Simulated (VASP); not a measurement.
Set up this calculation in VASP 6.6.1, as the native input.

```yaml
Task: single point
Functional: PBEsol
Potentials_or_basis: VASP PAW PBE potentials, release 64 (Ir_sv_GW)
Cutoff: 560 eV
k_mesh: 10 × 10 × 10
Occupations: gaussian, width 0.1 eV
Spin: no spin polarisation
Dipole_correction: no
Further_INCAR_settings: ALGO = Normal; EDIFF = 1e-06; NBANDS = 14
```

The structure of Ir lies in POSCAR:

```
Ir
1.0
    0.0000000000      1.9154685285      1.9154685285
    1.9154685285      0.0000000000      1.9154685285
    1.9154685285      1.9154685285      0.0000000000
Ir
1
Direct
    0.0000000000      0.0000000000      0.0000000000
```

These files were run (other wordings do the same):

INCAR

```
SYSTEM = Ir
PREC = Accurate ; ENCUT = 560
EDIFF = 1E-6 ; ISMEAR = 0
SIGMA = 0.1 ; LREAL = .FALSE.
LASPH = .TRUE. ; NELM = 120
ALGO = Normal ; ISIF = 2
LWAVE = .FALSE. ; LCHARG = .TRUE.
GGA = PS ; LELF = .TRUE.
LVHAR = .TRUE. ; NBANDS = 14
GGA_COMPAT = .FALSE.
```

KPOINTS

```
regular mesh
0
G
  10 10 10
  0 0 0
```

Potentials or basis: VASP PAW PBE potentials, release 64 (Ir_sv_GW).

The run is started by

```console
$ cat potpaw_PBE.64/Ir_sv_GW/POTCAR > POTCAR
$ mpirun -np 1 vasp_std > vasp.out
```

Results of the run:

* Pressure: -2.0 GPa
* Band gap on the k mesh: zero (an odd number of electrons rules out a gap without spin polarisation)

Caveat: the PAW data sets were made with another functional, which shifts forces and pressure a little; spin-orbit coupling is left out, which moves the levels of the heavy elements.

Wall time 11 s on 1 thread of AMD EPYC 7R13 Processor (Zen 3), with other jobs on the host, peak memory 0.12 GiB.
